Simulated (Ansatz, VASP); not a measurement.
## WS2: VASP beside Ansatz

Contents of INCAR:

```
  PREC = Accurate
  ENCUT = 520
  EDIFF = 1E-6
  ISMEAR = -1
  SIGMA = 0.05
  LREAL = F
  LASPH = T
  NELM = 100
  ALGO = Normal
  ISIF = 2
  LWAVE = F
  LCHARG = F
  GGA = PE
  NBANDS = 20
```

Contents of KPOINTS:

```
Automatic mesh
0
Gamma
  9 9 4
```

POSCAR

```
WS2
1.0
    3.0908080887      0.0000000000      0.0000000000
    0.0000000000      3.0908080887      0.0000000000
    0.0000000000      0.0000000000      6.4073670691
W S
1 2
Direct
    0.0000000000      0.0000000000      0.0000000000
    0.5000000000      0.5000000000      0.2843227100
    0.5000000000      0.5000000000      0.7156772900
```

File input.yaml:

```yaml
crystal:
  lattice:
    - [3.0908080887, 0.0, 0.0]
    - [0.0, 3.0908080887, 0.0]
    - [0.0, 0.0, 6.4073670691]
  atoms:
    - { symbol: W, position: [0.0, 0.0, 0.0] }
    - { symbol: S, position: [0.5, 0.5, 0.28432271] }
    - { symbol: S, position: [0.5, 0.5, 0.71567729] }
kpoints:
  mp_grid: { grid: [9, 9, 4] }
scf:
  occupations: { method: fermi_dirac, width: 0.05 }
hamiltonian:
  xc: pbe
  pseudopotentials: { kind: all_electron, lapw: { basis_error: 0.001 } }
output:
  forces: true
  stress: true
  eigenvalues: true
```

Change from the starting cell: volume scaled by 1.04.

Alike in both runs: task single point; functional PBE; k mesh 9 × 9 × 4; occupations fermi-dirac, width 0.05 eV; no spin polarisation.

|  | VASP | Ansatz |
| --- | --- | --- |
| version | VASP 6.6.1 | Ansatz 0.2.0 |
| potentials or method | VASP PAW PBE potentials, release 64 (W_sv, S), cutoff 520 eV | all-electron LAPW, scalar-relativistic |

VASP gave:

- gap on the k mesh at the Fermi level (eV): none
- pressure (GPa): -20.8
- traceless stress, the component that is largest in VASP (GPa): -8.64
- rms of the force components (eV/Å): 2.024

**Question.** What did Ansatz give for the same quantities?

**Answer.** gap on the k mesh at the Fermi level (eV): none; pressure (GPa): -20.7; traceless stress, the component that is largest in VASP (GPa): -8.68; rms of the force components (eV/Å): 2.021.

Atom by atom the forces differ by 0.003 eV/Å (rms over components). A gap of «none» marks a metal or a gap that the smearing closes. Ansatz ran all-electron here, and VASP with PAW potentials.

Spin-orbit coupling is off throughout.
